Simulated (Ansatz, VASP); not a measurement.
## TiAl6 in VASP and in Ansatz

```
CELL_PARAMETERS angstrom
4.53627 0.00000 0.00000
-2.26813 3.92852 0.00000
0.00000 0.00000 4.90542
ATOMIC_POSITIONS crystal
Ti 0.00000 0.00000 0.00000
Al 0.33290 0.00000 0.50000
Al 0.66710 0.00000 0.50000
Al 0.00000 0.33290 0.50000
Al 0.00000 0.66710 0.50000
Al 0.66710 0.66710 0.50000
Al 0.33290 0.33290 0.50000
```

Change from the starting cell: species swapped into the SmC6 type (P6/mmm, No. 191).

Alike in both runs: task single point; functional PBE; k mesh 6 × 6 × 4; occupations gaussian, width 0.1 eV; no spin polarisation.

|  | VASP | Ansatz |
| --- | --- | --- |
| version | VASP 6.6.1 | Ansatz 0.2.0 |
| potentials or method | VASP PAW PBE potentials, release 64 (Ti_sv, Al), cutoff 520 eV | scalar-relativistic, plane waves, PAW |
| valence electrons in the cell | 30 | 30 |

|  | VASP | Ansatz | Ansatz less VASP |
| --- | --- | --- | --- |
| gap on the k mesh at the Fermi level (eV) | none | none | - |
| rms of the force components (eV/Å) | 0.008 | 0.038 | +0.0300 |

Atom by atom the forces differ by 0.030 eV/Å (rms over components). A gap of «none» marks a metal or a gap that the smearing closes. With one functional, cell and mesh, what is left measures potentials, basis and numerics.
